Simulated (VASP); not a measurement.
Set up this calculation in VASP 6.6.1, as the native input.

| Property | Result |
| --- | --- |
| Task | single point |
| Functional | LDA |
| Potentials or basis | VASP PAW LDA potentials, release 64 (Co_sv) |
| Cutoff | 510 eV |
| k mesh | 12 × 12 × 1 |
| Occupations | fermi-dirac, width 0.05 eV |
| Spin | collinear spin, ferromagnetic start |
| Starting moments | [2.0, 2.0, 2.0, 2.0, 2.0] μB |
| Dipole correction | yes |
| Further INCAR settings | ALGO = Normal; EDIFF = 1e-06; NBANDS = 54; NELMDL = -8 |

The structure of Co lies in POSCAR:

```
Co
1.0
    2.5190008694      0.0000000000      0.0000000000
   -1.2595004347      2.1815187451      0.0000000000
    0.0000000000      0.0000000000     23.1820000000
Co
5
Direct
    0.3333333333      0.6666666667      0.3235268743
    0.6666666667      0.3333333333      0.4117634371
    0.3333333333      0.6666666667      0.4940266124
    0.6666666667      0.3333333333      0.5775441024
    0.3333333333      0.6666666667      0.6576226252
```

One way to write it, as run:

INCAR

```
SYSTEM = Co
PREC     = Accurate       ! precision mode
ENCUT    = 510            ! plane-wave cutoff, eV
EDIFF    = 1E-6           ! SCF threshold, eV
ISMEAR   = -1             ! smearing method
SIGMA    = 0.05           ! smearing width, eV
LREAL    = .FALSE.        ! projectors in reciprocal space
LASPH    = .TRUE.         ! aspherical terms in the spheres
NELM     = 200            ! most SCF steps
ALGO     = Normal         ! electronic algorithm
ISIF     = 2              ! what is computed and relaxed
LWAVE    = .FALSE.        ! write WAVECAR
LCHARG   = .FALSE.        ! write CHGCAR
ISPIN    = 2              ! spin polarisation
MAGMOM   = 2 2 2 2 2      ! initial moments
LORBIT   = 11             ! projections on sites
LMAXMIX  = 4              ! l up to which the mixer works
LDIPOL   = .TRUE.       
IDIPOL   = 3            
DIPOL    = 0.5 0.5 0.493
NBANDS   = 54             ! bands
GGA_COMPAT= .FALSE.      
NELMDL   = -8
```

KPOINTS

```
regular mesh
0
G
  12 12 1
  0 0 0
```

Potentials or basis: VASP PAW LDA potentials, release 64 (Co_sv).

Command:

```sh
$ cat potpaw_LDA.64/Co_sv/POTCAR > POTCAR
$ mpirun -np 1 vasp_std > vasp.out
```

It gave:

| Quantity | Value |
| --- | --- |
| Largest force | 1.039 eV/Å |
| Net moment | 8.13 μB per cell |
| Site moments | Co +1.72, +1.64, +1.55, +1.61, +1.68 μB |
| Valence electrons inside the program's atomic spheres | Co 15.01, 15.06, 15.09, 15.05 (each value once) |

Run time: 14 min on 1 thread of Intel(R) Xeon(R) Platinum 8259CL CPU @ 2.50GHz (Skylake/Cascade Lake), on a shared host, peak memory 0.32 GiB.
